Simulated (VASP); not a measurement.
Ce: single point with r2SCAN

Ce:

```xyz
1
Lattice="0.0000 2.3390 2.3390 2.3390 0.0000 2.3390 2.3390 2.3390 0.0000" Properties=species:S:1:pos:R:3 pbc="T T T"
Ce    0.0000    0.0000    0.0000
```

```json
{"Program": "VASP 6.6.1", "Task": "single point", "Functional": "r2SCAN", "Potentials or basis": "VASP PAW PBE potentials, release 64 (Ce)", "Cutoff": "520 eV", "k mesh": "12 × 12 × 12", "Occupations": "methfessel-paxton, width 0.01 eV", "Spin": "no spin polarisation", "Dipole correction": "no", "Further INCAR settings": "ALGO = Normal; EDIFF = 1e-06; NBANDS = 12"}
```

```
Pressure               : -0.7 GPa
Band gap on the k mesh : zero (bands 6 and 7 overlap by 0.53 eV)
```

Levels at points of the mesh, in eV from the Fermi level:
```tsv
k point	band 2	band 3	band 4	band 5	band 6	band 7	band 8	band 9	band 10	band 11
(0.00, 0.00, 0.00)	-16.73	-16.73	-16.73	-2.88	-0.40	0.39	0.39	0.39	1.38	1.38
(0.50, 0.00, 0.00)	-19.95	-17.13	-17.13	-2.30	-0.22	0.61	0.61	0.72	1.06	1.06
(0.50, 0.50, 0.00)	-19.71	-17.87	-17.87	-3.29	-2.61	0.71	0.73	0.79	0.79	0.94
```

It took 90 s on 1 thread of Intel(R) Xeon(R) Platinum 8488C (Sapphire Rapids), on a shared host, peak memory 0.19 GiB.

Caveat: the PAW data sets were made with another functional, which shifts forces and pressure a little; spin-orbit coupling is left out, which moves the levels of the heavy elements; semilocal functionals describe open f shells poorly, which spoils levels, moments and volumes. Spin polarisation is off, so any magnetic state and its effect on volume and gap are missing.
